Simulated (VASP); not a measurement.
Here is a VASP 6.6.1 calculation.

Contents of INCAR:

```
SYSTEM = CsKMg
PREC     = Accurate       ! precision mode
ENCUT    = 520            ! plane-wave cutoff, eV
EDIFF    = 1E-6           ! SCF threshold, eV
ISMEAR   = 0              ! smearing method
SIGMA    = 0.1            ! smearing width, eV
LREAL    = .FALSE.        ! projectors in reciprocal space
LASPH    = .TRUE.         ! aspherical terms in the spheres
NELM     = 60             ! most SCF steps
ALGO     = Normal         ! electronic algorithm
ISIF     = 2              ! what is computed and relaxed
LWAVE    = .FALSE.        ! write WAVECAR
LCHARG   = .FALSE.        ! write CHGCAR
GGA      = PE             ! functional
NBANDS   = 17             ! bands
```

Contents of KPOINTS:

```
Automatic mesh
0
G
  6 6 4
  0 0 0
```

The input POSCAR:

```
CsKMg
1.0
    5.0156438300      0.0000000000      0.0000000000
   -2.5078219200      4.3436749700      0.0000000000
    0.0000000000      0.0000000000      5.1634329100
K Cs Mg
1 1 1
Direct
    0.0000000000      0.0000000000      0.0000000000
    0.3333333300      0.6666666700      0.5000000000
    0.6666666700      0.3333333300      0.5000000000
```

Potentials or basis: VASP PAW PBE potentials, release 64 (K_sv, Cs_sv, Mg).

The run is started by

```sh
$ cat potpaw_PBE.64/K_sv/POTCAR potpaw_PBE.64/Cs_sv/POTCAR potpaw_PBE.64/Mg/POTCAR > POTCAR
$ mpirun -np 1 vasp_std > vasp.out
```

Estimate the pressure.

8.6 GPa.

Estimate the band gap on the k mesh.

zero (band 10 reaches 2.48 eV, above the bottom of band 11 at 2.38 eV).

Stress tensor (GPa, compression positive):
```
11.67  0.00  0.00
 0.00 11.67  0.00
 0.00  0.00  2.36
```

Caveat: spin-orbit coupling is left out, which moves the levels of the heavy elements.
